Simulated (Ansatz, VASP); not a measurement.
One calculation of BP, two programs

The input INCAR:

```
SYSTEM = BP
PREC = Accurate
ENCUT = 520
EDIFF = 1E-6
ISMEAR = 0
SIGMA = 0.05
LREAL = .False.
LASPH = .True.
NELM = 100
ALGO = Normal
ISIF = 2
LWAVE = .False.
LCHARG = .False.
GGA = PS
NBANDS = 11
```

Contents of KPOINTS:

```
regular mesh
0
Gamma
  8 8 8
  0 0 0
```

POSCAR

```
BP
1.0
    0.0000000000      2.2690012231      2.2690012231
    2.2690012231      0.0000000000      2.2690012231
    2.2690012231      2.2690012231      0.0000000000
B P
1 1
Direct
    0.0000000000      0.0000000000      0.0000000000
    0.7500000000      0.7500000000      0.7500000000
```

Input for Ansatz:

```yaml
crystal:
  lattice:
    - [0.0, 2.2690012231, 2.2690012231]
    - [2.2690012231, 0.0, 2.2690012231]
    - [2.2690012231, 2.2690012231, 0.0]
  atoms:
    - { symbol: B, position: [0.0, 0.0, 0.0] }
    - { symbol: P, position: [0.75, 0.75, 0.75] }
basis:
  ecutwfc: 420
  ecutrho_ratio: 4
kpoints:
  mp_grid: { grid: [8, 8, 8] }
hamiltonian:
  xc: pbesol
scf:
  occupations: { method: gaussian, width: 0.05 }
output:
  forces: true
  stress: true
  eigenvalues: true
```

Alike in both runs: task single point; functional PBEsol; k mesh 8 × 8 × 8; occupations gaussian, width 0.05 eV; no spin polarisation.

```csv
,VASP,Ansatz
version,VASP 6.6.1,Ansatz 0.2.0
potentials or method,"VASP PAW PBE potentials, release 64 (B, P), cutoff 520 eV","scalar-relativistic, plane waves, PAW"
valence electrons in the cell,8,8
```

VASP gave:

- gap on the k mesh at the Fermi level (eV): 1.16
- least direct gap on the mesh (eV): 3.36
- pressure (GPa): -1.8

What did Ansatz give for the same quantities?

gap on the k mesh at the Fermi level (eV): 1.17; least direct gap on the mesh (eV): 3.36; pressure (GPa): -1.9.

VASP's potentials were made for PBE, not for PBEsol. The functional is the same, so the differences come from potentials, cutoffs and numerics.
